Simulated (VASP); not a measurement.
# NbTeS4 (I422) in VASP: further runs, part 2 of 2

VASP 6.6.1. The steps go on from the part before.

## (5) Relaxation of cell and atoms, PBE

This run uses another cell than the first one, of 20.80 Å³/atom.

The input, INCAR:

```
  ALGO = Normal
  EDIFF = 1E-6
  EDIFFG = -0.04
  ENCUT = 600
  GGA = PE
  IBRION = 2
  ISIF = 3
  ISMEAR = 0
  LASPH = True
  LCHARG = False
  LREAL = False
  LWAVE = False
  NELM = 100
  NSW = 90
  PREC = Accurate
  SIGMA = 0.1
```

The input, KPOINTS:

```
k-points
0
Gamma
  4 4 4
```

The input, POSCAR:

```
NbTeS4
1.0
   -3.3545654700      3.3545654700      2.7722810500
    3.3545654700     -3.3545654700      2.7722810500
    3.3545654700      3.3545654700     -2.7722810500
Nb Te S
1 1 4
Direct
    0.5000000000      0.5000000000      0.0000000000
    0.0000000000      0.0000000000      0.0000000000
    0.9139924900      0.4139924900      0.8279849900
    0.5860075100      0.0860075100      0.1720150100
    0.0860075100      0.9139924900      0.5000000000
    0.4139924900      0.5860075100      0.5000000000
```

Potentials or basis: VASP PAW PBE potentials, release 64 (Nb_sv, Te, S).

Command:

```
> cat potpaw_PBE.64/Nb_sv/POTCAR potpaw_PBE.64/Te/POTCAR potpaw_PBE.64/S/POTCAR > POTCAR
> mpirun -np 1 vasp_std > vasp.out
```

OUTCAR:

```text
EDIFF = 1E-6
   EDIFFG = -0.04
   ENCUT = 600
   GGA = PE
   IBRION = 2
   ISIF = 3
   ISMEAR = 0
   LASPH = True
   LREAL = False
   NELM = 100
   NSW = 90
   PREC = Accurate

 ion  position               nearest neighbor table
   1  0.500  0.500  0.000-   2 2.77   2 2.77   4 2.87   3 2.87   3 2.87   4 2.87   6 2.87   5 2.87
                             5 2.87   6 2.87
   2  0.000  0.000  0.000-   1 2.77   1 2.77   4 2.87   3 2.87   3 2.87   4 2.87   5 2.87   6 2.87
                             6 2.87   5 2.87
   3  0.914  0.414  0.828-   1 2.87   2 2.87   1 2.87   2 2.87
   4  0.586  0.086  0.172-   1 2.87   2 2.87   1 2.87   2 2.87
   5  0.086  0.914  0.500-   1 2.87   2 2.87   2 2.87   1 2.87
   6  0.414  0.586  0.500-   2 2.87   1 2.87   1 2.87   2 2.87

  LATTYP: Found a body centered tetragonal cell.
 ALAT       =     6.7091309400
 C/A-ratio  =     0.8264203143

  Lattice vectors:

 A1 = (  -3.3545654700,   3.3545654700,   2.7722810500)
 A2 = (   3.3545654700,  -3.3545654700,   2.7722810500)
 A3 = (   3.3545654700,   3.3545654700,  -2.7722810500)

Analysis of symmetry for initial positions (statically):
=====================================================================
 Subroutine PRICEL returns:
 Original cell was already a primitive cell.

 Routine SETGRP: Setting up the symmetry group for a
 body centered tetragonal supercell.

 Subroutine GETGRP returns: Found  8 space group operations
 (whereof  8 operations were pure point group operations)
 out of a pool of 16 trial point group operations.

The static configuration has the point symmetry D_4 .

Analysis of symmetry for dynamics (positions and initial velocities):
=====================================================================
 Subroutine PRICEL returns:
 Original cell was already a primitive cell.

 Routine SETGRP: Setting up the symmetry group for a
 body centered tetragonal supercell.

 Subroutine GETGRP returns: Found  8 space group operations
 (whereof  8 operations were pure point group operations)
 out of a pool of 16 trial point group operations.

The dynamic configuration has the point symmetry D_4 .

 Subroutine INISYM returns: Found  8 space group operations
 (whereof  8 operations are pure point group operations),
 and found     1 'primitive' translations

----------------------------------------------------------------------------------------

                                     Primitive cell

  volume of cell :     124.7871

  direct lattice vectors                    reciprocal lattice vectors
    -3.354565470  3.354565470  2.772281050     0.000000000  0.149050601  0.180356894
     3.354565470 -3.354565470  2.772281050     0.149050601  0.000000000  0.180356894
     3.354565470  3.354565470 -2.772281050     0.149050601  0.149050601  0.000000000

  length of vectors
     5.494703013  5.494703013  5.494703013     0.233975834  0.233975834  0.210789382

  position of ions in fractional coordinates (direct lattice)
     0.500000000  0.500000000  0.000000000
     0.000000000  0.000000000  0.000000000
     0.913992490  0.413992490  0.827984990
     0.586007510  0.086007510  0.172015010
     0.086007510  0.913992490  0.500000000
     0.413992490  0.586007510  0.500000000

  ion indices of the primitive-cell ions
   primitive index   ion index
                 1           1
                 2           2
                 3           3
[... 40 lines left out ...]
 -0.250000  0.250000  0.250000      4.000000
  0.500000  0.500000  0.250000      4.000000
 -0.250000  0.500000  0.250000      8.000000
 -0.250000 -0.250000  0.250000      2.000000
  0.500000  0.500000  0.500000      1.000000
   k-points           NKPTS =     13   k-points in BZ     NKDIM =     13   number of bands    NBANDS=     25
   number of dos      NEDOS =    301   number of ions     NIONS =      6
   total plane-waves  NPLWV = 110592
   dimension x,y,z NGX =    48 NGY =   48 NGZ =   48
   dimension x,y,z NGXF=    96 NGYF=   96 NGZF=   96
   ions per type =               1   1   4
   NGX,Y,Z   is equivalent  to a cutoff of  14.52, 14.52, 14.52 a.u.
   NGXF,Y,Z  is equivalent  to a cutoff of  29.05, 29.05, 29.05 a.u.
 SYSTEM =  unknown system
   PREC   = accura    normal or accurate (medium, high low for compatibility)
   ISTART =      0    job   : 0-new  1-cont  2-samecut
   ICHARG =      2    charge: 1-file 2-atom 10-const
   ISPIN  =      1    spin polarized calculation?
   LNONCOLLINEAR =      F non collinear calculations
   LSORBIT =      F    spin-orbit coupling
   LASPH  =      T    aspherical Exc in radial PAW
   ENCUT  =  600.0 eV  44.10 Ry    6.64 a.u.  10.97 10.97 10.97*2*pi/ulx,y,z
   NELM   =    100;   NELMIN=  2; NELMDL= -5     # of ELM steps
   EDIFF  = 0.1E-05   stopping-criterion for ELM
   LREAL  =      F    real-space projection
   EDIFFG = -.4E-01   stopping-criterion for IOM
   NSW    =     90    number of steps for IOM
   IBRION =      2    ionic relax: 0-MD 1-quasi-New 2-CG
   NFREE  =      1    steps in history (QN), initial steepest desc. (CG)
   ISIF   =      3    stress and relaxation
   ISYM   =      2    0-nonsym 1-usesym 2-fastsym
   POTIM  = 0.5000    time-step for ionic-motion
   TEBEG  =    0.0;   TEEND  =   0.0 temperature during run
   PSTRESS=    0.0 pullay stress
   NELECT =      43.0000    total number of electrons
   NUPDOWN=      -1.0000    fix difference up-down
   EMIN   =  10.00;   EMAX   =-10.00  energy-range for DOS
   EFERMI =   0.00;   METHOD = LEGACY
   ISMEAR =     0;   SIGMA  =   0.10  broadening in eV -4-tet -1-fermi 0-gaus
   EFERMI_NEDOS =   21; number of points for ismear=-14 and -15
   IALGO  =     38    algorithm
   IMIX   =      4    mixing-type and parameters
     AMIX     =   0.40;   BMIX     =  1.00
     AMIX_MAG =   1.60;   BMIX_MAG =  1.00
  volume/ion in A,a.u.               =      20.80       140.35
  Fermi-wavevector in a.u.,A,eV,Ry     =   1.147733  2.168902 17.922848  1.317292
  Thomas-Fermi vector in A             =   2.284412
   LORBIT       =      0    0 simple, 1 ext, 2 COOP (PROOUT), +10 PAW based schemes
   GGA     = PE    functional components
   LHFCALC =     F    Hartree Fock is set to
   AEXX    =    0.0000 exact exchange contribution
   IVDW    =     0    specifies the selected vdW correction
   LEPSILON=     F    determine dielectric tensor
   LRPA    =     F    only Hartree local field effects (RPA)
 conjugate gradient relaxation of ions
 non-spin polarized calculation
 Gauss-broadening in eV      SIGMA  =   0.10
  energy-cutoff  :      600.00
  volume of cell :      124.79
 maximum number of plane-waves:      4216
 NGX is ok and might be reduce to    48
   NGX = 21   NGY = 21   NGZ = 21

--------------------------------------- Ionic step        1  -------------------------------------------

 number of electron      42.9999999 magnetization

 Free energy of the ion-electron system (eV)
  ---------------------------------------------------
  ext. energy  EPLUGINS =         0.00000000
  ---------------------------------------------------
  free energy    TOTEN  =       -28.01139956 eV

  energy without entropy =      -27.98396011  energy(sigma->0) =      -27.99767984

------------------------ aborting loop because EDIFF is reached ----------------------------------------

  FORCE on cell =-STRESS in cart. coord.  units (eV):
  Direction    XX          YY          ZZ          XY          YZ          ZX
  --------------------------------------------------------------------------------------
  -------------------------------------------------------------------------------------
  Total       -9.4344422     -9.4344422      2.5488191      0.0000000      0.0000000      0.0000000
  in kB     -121.1314789   -121.1314789     32.7250115      0.0000000      0.0000000      0.0000000
  external PRESSURE =     -69.8459821 kB  Pullay stress =       0.0000000 kB
[... 101 lines left out ...]
  FREE ENERGIE OF THE ION-ELECTRON SYSTEM (eV)
  ---------------------------------------------------
  free  energy   TOTEN  =       -28.8739978240 eV

  energy  without entropy=      -28.8377593488  energy(sigma->0) =      -28.85587859

[... ionic steps 4 to 8 ...]

--------------------------------------- Ionic step        9  -------------------------------------------

 number of electron      42.9999999 magnetization

------------------------ aborting loop because EDIFF is reached ----------------------------------------
[... 75 lines left out ...]
--------------------------------------- Ionic step       11  -------------------------------------------

 number of electron      42.9999999 magnetization

 Free energy of the ion-electron system (eV)
  ---------------------------------------------------
  ext. energy  EPLUGINS =         0.00000000
  ---------------------------------------------------
  free energy    TOTEN  =       -29.21746336 eV

  energy without entropy =      -29.19379650  energy(sigma->0) =      -29.20562993

 E-fermi :   7.9313     XC(G=0): -10.7957

 val. band max:        7.9074598014   @ k =   0.0000   0.0000   0.0000
 cond. band min:       7.9466974607   @ k =   0.5000   0.5000  -0.0000
 fundamental gap:      0.0392376593
 Fermi energy:         7.9312736135

 k-point     1 :       0.0000    0.0000    0.0000
  band No.  band energies     occupation
      1     -48.0655      2.00000
      2     -24.0931      2.00000
      3     -24.0931      2.00000
      4     -24.0339      2.00000
      5      -7.7814      2.00000
      6      -4.1956      2.00000
[... 386 lines left out ...]
  FREE ENERGIE OF THE ION-ELECTRON SYSTEM (eV)
  ---------------------------------------------------
  free  energy   TOTEN  =       -29.2174633567 eV

  energy  without entropy=      -29.1937964999  energy(sigma->0) =      -29.20562993

 reached required accuracy - stopping structural energy minimisation
```

It took 5.2 min on 1 thread of Intel Xeon 6975P-C (Granite Rapids), shared host; peak memory 0.39 GiB.

Results:

```yaml
Free_energy: -29.2175 eV
Relaxed_volume: 18.84 Å³/atom
Relaxed_cell: a = 5.277 Å, b = 5.277 Å, c = 5.277 Å, α = 110.22°, β = 110.22°, γ = 107.98°
Space_group_after_relaxing_to_0.1_Å: I422 (No. 97)
Energy_gained_by_relaxing: 201.0 meV/atom
Ionic_steps: 11
Pressure_after_relaxing: 0.1 GPa
Band_gap_on_the_k_mesh: zero (an odd number of electrons rules out a gap without spin polarisation)
```

The path:
| step | energy change (eV) | largest force (eV/Å) | pressure (GPa) | volume (Å³) |
| --- | --- | --- | --- | --- |
| 1 | 0.0000 | 0.0754 | -6.98 | 124.79 |
| 2 | -0.8597 | 0.1091 | 3.71 | 108.76 |
| 3 | -0.8626 | 0.1233 | 4.78 | 107.75 |
| 4 | -1.1639 | 0.1665 | 0.89 | 111.31 |
| 5 | -1.1800 | 0.2418 | -0.16 | 112.40 |
| 6 | -1.1802 | 0.2338 | -0.05 | 112.28 |
| 7 | -1.1903 | 0.1840 | 0.07 | 112.31 |
| 8 | -1.2030 | 0.0447 | 0.45 | 112.37 |
| 9 | -1.2047 | 0.0318 | -0.59 | 113.78 |
| 10 | -1.2054 | 0.0362 | -0.25 | 113.28 |
| 11 | -1.2061 | 0.0018 | 0.05 | 113.05 |

Final structure:
```
CELL_PARAMETERS angstrom
-3.01836 3.01836 3.10229
3.01836 -3.01836 3.10229
3.01836 3.01836 -3.10229
ATOMIC_POSITIONS crystal
Nb 0.50000 0.50000 0.00000
Te 0.00000 0.00000 0.00000
S 0.92006 0.42006 0.84013
S 0.57993 0.07993 0.15987
S 0.07993 0.92006 0.50000
S 0.42006 0.57993 0.50000
```

Levels at points of the mesh, in eV from the Fermi level:
```
           k point  band 20  band 21  band 22  band 23  band 24  band 25
(0.00, 0.00, 0.00)    -0.48    -0.02    -0.02     1.18     1.28     1.28
(0.50, 0.00, 0.00)    -1.65    -0.38    -0.25     0.89     1.29     1.49
(0.50, 0.50, 0.00)    -1.05    -0.56    -0.33     0.02     0.99     1.43
(0.50, 0.50, 0.50)     0.02     0.02     0.43     0.58     0.61     0.68
```

Caveat: the k points lie up to 0.36 Å⁻¹ apart in the final cell, too coarse for converged energies and pressures of a metal; spin-orbit coupling is left out, which moves the levels of the heavy elements; an odd number of electrons without spin polarisation forces a metal; a magnetic or distorted state may lie lower.

## (6) Single point, PBE

The input, INCAR:

```
PREC = Accurate
ENCUT = 520
EDIFF = 1E-7
ISMEAR = 0
SIGMA = 0.1
LREAL = False
LASPH = True
NELM = 80
ALGO = Normal
ISIF = 2
LWAVE = False
LCHARG = False
GGA = PE
NBANDS = 30
```

The input, KPOINTS:

```
regular mesh
0
Gamma
  10 10 10
```

The input, POSCAR:

```
NbTeS4
1.0
   -3.0197544965      3.0197544965      3.1089102841
    3.0197544965     -3.0197544965      3.1089102841
    3.0197544965      3.0197544965     -3.1089102841
Nb Te S
1 1 4
Direct
    0.5000000000      0.5000000000      0.0000000000
    0.0000000000      0.0000000000      0.0000000000
    0.9201806364      0.4201806364      0.8403612729
    0.5798193636      0.0798193636      0.1596387271
    0.0798193636      0.9201806364      0.5000000000
    0.4201806364      0.5798193636      0.5000000000
```

Potentials or basis: VASP PAW PBE potentials, release 64 (Nb_sv, Te, S).

Command:

```
> cat potpaw_PBE.64/Nb_sv/POTCAR potpaw_PBE.64/Te/POTCAR potpaw_PBE.64/S/POTCAR > POTCAR
> mpirun -np 1 vasp_std > vasp.out
```

It took 2.7 min on 1 thread of Intel Xeon 6975P-C (Granite Rapids), shared host; peak memory 0.47 GiB.

Results (log left out):

```yaml
Free_energy: -29.1675 eV
Pressure: -0.2 GPa
Largest_force: 0.012 eV/Å
Band_gap_on_the_k_mesh: zero (an odd number of electrons rules out a gap without spin polarisation)
```

Forces in eV/Å, atoms in the order of the input:
```
Nb   0.000  0.000  0.000
Te   0.000  0.000  0.000
S    0.009  0.009  0.000
S   -0.009 -0.009  0.000
S    0.009 -0.009  0.000
S   -0.009  0.009  0.000
```

Stress tensor (GPa, compression positive):
```
-0.20  0.00  0.00
 0.00 -0.20  0.00
 0.00  0.00 -0.28
```

Levels at points of the mesh, in eV from the Fermi level:
| k point | band 18 | band 19 | band 20 | band 21 | band 22 | band 23 | band 24 | band 25 |
| --- | --- | --- | --- | --- | --- | --- | --- | --- |
| (0.00, 0.00, 0.00) | -1.67 | -1.50 | -0.49 | -0.03 | -0.03 | 1.15 | 1.26 | 1.26 |
| (0.50, 0.00, 0.00) | -1.81 | -1.67 | -1.66 | -0.39 | -0.25 | 0.87 | 1.26 | 1.48 |
| (0.50, 0.50, 0.00) | -1.85 | -1.57 | -1.06 | -0.57 | -0.36 | 0.02 | 0.97 | 1.42 |
| (0.50, 0.50, 0.50) | -1.32 | -1.13 | 0.01 | 0.01 | 0.41 | 0.57 | 0.59 | 0.59 |

Caveat: spin-orbit coupling is left out, which moves the levels of the heavy elements; an odd number of electrons without spin polarisation forces a metal; a magnetic or distorted state may lie lower.

## (7) Overview

| task | spin | cell | k mesh | cutoff (eV) | gap on the mesh (eV) | pressure (GPa) | largest force (eV/Å) |
| --- | --- | --- | --- | --- | --- | --- | --- |
| single point | off | a = 5.279 Å, angles 110.2, 110.2, 107.9°, 6 atoms, atomic positions A | 4 × 4 × 4 | 520 | none | -0.3 | 0.05 |
| single point | off | a = 5.495 Å, angles 104.7, 104.7, 119.4°, 6 atoms, atomic positions B | 4 × 4 × 4 | 520 | none | -7.0 | 0.07 |
| single point | collinear, zero start | a = 5.495 Å, angles 104.7, 104.7, 119.4°, 6 atoms, atomic positions B | 4 × 4 × 4 | 520 | none | -7.0 | 0.07 |
| relaxation of cell and atoms | off | relaxed from a = 5.495 Å, angles 104.7, 104.7, 119.4°, 6 atoms, atomic positions B | 4 × 4 × 4 | 600 | none | 0.1 | - |
| single point | off | a = 5.282 Å, angles 110.3, 110.3, 107.9°, 6 atoms, atomic positions C | 10 × 10 × 10 | 520 | none | -0.2 | 0.01 |

Alike in all rows: level PBE; potentials or basis VASP PAW PBE potentials, release 64 (Nb_sv, Te, S); smearing gaussian 0.1 eV.

Caveats: some runs use coarse meshes; spin-orbit coupling is left out, which moves the levels of the heavy elements; an odd number of electrons without spin polarisation forces a metal (at least some runs); a magnetic or distorted state may lie lower (at least some runs); no moment was typed at the start, so none could form (at least some runs).

Absolute energies hang on the potentials; compare differences alone.

The gap in the log of VASP goes by the Fermi energy; the results here count the filled bands.